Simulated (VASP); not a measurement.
Here is a VASP 6.6.1 calculation.

INCAR

```
SYSTEM = GeB16N15
  PREC = Accurate
  ENCUT = 520
  EDIFF = 1E-6
  ISMEAR = 0
  SIGMA = 0.01
  LREAL = Auto
  LASPH = .TRUE.
  NELM = 120
  ALGO = Normal
  ISIF = 2
  LWAVE = .FALSE.
  LCHARG = .FALSE.
  GGA = PE
  NELECT = 138.0
  NBANDS = 90
  GGA_COMPAT = .FALSE.
```

KPOINTS

```
Automatic mesh
0
Gamma
  1 1 1
  0.25 0.25 0.25
```

File POSCAR:

```
GeB16N15
1.0
   -3.6241103800      3.6241103800     -3.6241103800
    3.6241103800      3.6241103800      3.6241103800
    3.6241103800     -3.6241103800     -3.6241103800
B N Ge
16 15 1
Direct
    0.0017583966      0.0052595350      0.0012682914
   -0.0001596164      0.2505839828      0.7540210093
   -0.0001638354      0.5042865202      0.5002948741
    0.0017568993      0.7515405503      0.2549726361
    0.2470818880     -0.0031447680      0.7456227837
    0.2116572369      0.2505847742      0.5003147152
    0.2470956588      0.4959101289      0.2465938943
    0.2554715802      0.7515398289      0.0012643811
    0.5008015183     -0.0385701787      0.5002977888
    0.5007807424      0.2505692653      0.2111474021
    0.5007975720      0.5042916486     -0.0006526480
    0.5007925469      0.7496203642      0.7540192528
    0.7461291675     -0.0031245297      0.2465902465
    0.7545157682      0.2505867037     -0.0006534382
    0.7899470706      0.5397335395      0.7894432630
    0.7545164235      0.7496224898      0.5003104145
   -0.0136824927     -0.0049870163      0.2447285039
    0.0007937595      0.2505807512      0.0003014379
    0.0152917994      0.5094915323      0.7592156691
    0.0008013059      0.7505821456      0.5002983690
    0.2452211443     -0.0049951851     -0.0141908164
    0.2418891158      0.2505833211      0.7558888705
    0.2418861652      0.5061523059      0.5003017452
    0.2452185085      0.7360893689      0.2447208161
    0.5007968149     -0.0083347012      0.7558793114
    0.5008048873      0.5061570476      0.2414000674
    0.5008058553      0.7505890109      0.0003120647
    0.7563750037     -0.0083343831      0.5002980198
    0.7563780432      0.2505937504      0.2413964923
    0.7597078760      0.5094939113      0.0147895186
    0.7597126963      0.7650720636      0.7592207871
    0.5008022351      0.2505768660      0.5003062169
```

Potentials or basis: VASP PAW PBE potentials, release 64 (B, N, Ge_d).

Run with:

```console
$ cat potpaw_PBE.64/B/POTCAR potpaw_PBE.64/N/POTCAR potpaw_PBE.64/Ge_d/POTCAR > POTCAR
$ mpirun -np 1 vasp_std > vasp.out
```

Question: What does it give for the largest force?

Answer: 0.024 eV/Å.

Forces in eV/Å, atoms in the order of the input:
```
B    0.006  0.006 -0.014
B    0.005 -0.007  0.015
B    0.007 -0.014  0.006
B    0.006  0.015 -0.006
B   -0.005  0.015  0.007
B   -0.015  0.013 -0.014
B   -0.006 -0.008 -0.013
B    0.014  0.007 -0.006
B    0.014  0.012  0.013
B    0.014 -0.012 -0.015
B   -0.014  0.007  0.007
B   -0.015 -0.005 -0.007
B    0.014 -0.006  0.005
B   -0.006  0.006  0.016
B   -0.012 -0.014  0.011
B   -0.007 -0.014 -0.006
N   -0.016  0.009 -0.010
N    0.000  0.001 -0.001
N   -0.016 -0.010  0.011
N    0.000 -0.001 -0.001
N    0.010 -0.017 -0.010
N   -0.010  0.010 -0.016
N   -0.009  0.016 -0.010
N    0.010  0.010  0.015
N    0.016  0.011  0.010
N    0.016 -0.010 -0.009
N   -0.001  0.000  0.000
N    0.011  0.016  0.009
N    0.009 -0.011 -0.016
N   -0.010 -0.015  0.010
N   -0.010 -0.009  0.016
Ge   0.001 -0.001  0.001
```

Caveat: the k points lie up to 1.23 Å⁻¹ apart, too coarse for converged energies, forces and pressures; the cell carries a net charge on a neutralising background, which shifts energy and pressure.
